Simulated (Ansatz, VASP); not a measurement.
# One calculation of ScAgTe2, two programs

The input POSCAR:

```
ScAgTe2
1.0
    2.1060068624      1.2159036289      7.0056316388
   -2.1060068624      1.2159036289      7.0056316388
    0.0000000000     -2.4318072578      7.0056316388
Ag Sc Te
1 1 2
Direct
    1.0000000000      0.0000000000      0.0000000000
    0.5000000000      0.5000000000      0.5000000000
    0.2465396917      0.2465396917      0.2465396917
    0.7534603083      0.7534603083      0.7534603083
```

File INCAR.step1:

```
ALGO = Normal
EDIFF = 1E-4
ENCUT = 520
GGA = PE
ISMEAR = 0
LASPH = True
LCHARG = False
LREAL = False
LWAVE = True
NBANDS = 25
NELM = 60
PREC = Accurate
SIGMA = 0.01
```

Contents of INCAR.step2:

```
ALGO = Normal
EDIFF = 1E-6
ENCUT = 520
ISIF = 2
ISMEAR = 0
ISTART = 1
LASPH = True
LCHARG = False
LMIXTAU = True
LREAL = False
LWAVE = False
METAGGA = R2SCAN
NBANDS = 25
NELM = 60
PREC = Accurate
SIGMA = 0.01
```

KPOINTS

```
k-points
0
Gamma
  6 6 6
```

Input for Ansatz:

```yaml
crystal:
  lattice:
    - [2.1060068624, 1.2159036289, 7.0056316388]
    - [-2.1060068624, 1.2159036289, 7.0056316388]
    - [0.0, -2.4318072578, 7.0056316388]
  atoms:
    - { symbol: Ag, position: [1.0, 0.0, 0.0] }
    - { symbol: Sc, position: [0.5, 0.5, 0.5] }
    - { symbol: Te, position: [0.2465396917, 0.2465396917, 0.2465396917] }
    - { symbol: Te, position: [0.7534603083, 0.7534603083, 0.7534603083] }
kpoints:
  mp_grid: { grid: [6, 6, 6] }
hamiltonian:
  xc: r2scan
scf:
  occupations: { method: fixed }
  n_extra_bands: 5
output:
  forces: true
  stress: true
  eigenvalues: true
```

Alike in both runs: task single point; functional r2SCAN; k mesh 6 × 6 × 6; no spin polarisation.

```csv
,VASP,Ansatz
version,VASP 6.6.1,Ansatz 0.2.0
potentials or method,"VASP PAW PBE potentials, release 64 (Ag, Sc_sv, Te)","plane waves, PAW"
plane-wave cutoff (eV),520,500
occupations,"gaussian, width 0.01 eV",fixed
valence electrons in the cell,34,62
```

```csv
,VASP,Ansatz,Ansatz less VASP
gap on the k mesh at the Fermi level (eV),0.61,0.61,+0.003
pressure (GPa),0.1,0.0,-0.11
rms of the force components (eV/Å),0.014,0.000,-0.0133
```

VASP's potentials were made for PBE, not for r2SCAN. Atom by atom the forces differ by 0.013 eV/Å (rms over components). VASP's potentials hold 34 valence electrons a cell and Ansatz's 62, so a difference there can come from the potentials and not from the codes.

Spin-orbit coupling is off throughout.
